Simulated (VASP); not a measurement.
Ta4N, 5 atoms in the cell. The cell holds a slab with vacuum, 5 atoms: a = 2.841 Å, b = 2.841 Å, c = 25.959 Å, α = 90.00°, β = 90.00°, γ = 109.47°. 

| Item | Value |
| --- | --- |
| Program | VASP 6.6.1 |
| Task | relaxation of the atoms |
| Functional | PBEsol |
| Potentials or basis | VASP PAW PBE potentials, release 64 (Ta_pv, N) |
| Cutoff | 520 eV |
| k mesh | 11 × 11 × 1 |
| Occupations | gaussian, width 0.1 eV |
| Spin | no spin polarisation |
| Dipole correction | yes |
| Atoms held fixed (from 0) | [0, 1] |
| Further INCAR settings | ALGO = Fast; EDIFF = 1e-06; IBRION = 2; EDIFFG = -0.03; NSW = 90 |

Potentials or basis: VASP PAW PBE potentials, release 64 (Ta_pv, N).

Run with:

```console
$ cat potpaw_PBE.64/Ta_pv/POTCAR potpaw_PBE.64/N/POTCAR > POTCAR
$ mpirun -np 1 vasp_std > vasp.out
```

Hardware: 1 thread of AMD EPYC 9755 128-Core Processor, with other jobs on the host.

Task: Estimate the wall time of this run.

Result: It took 2.6 h on 1 thread of AMD EPYC 9755 128-Core Processor, with other jobs on the host, peak memory 0.47 GiB. Counts: scf iterations 359, k points 36, ion steps 27.
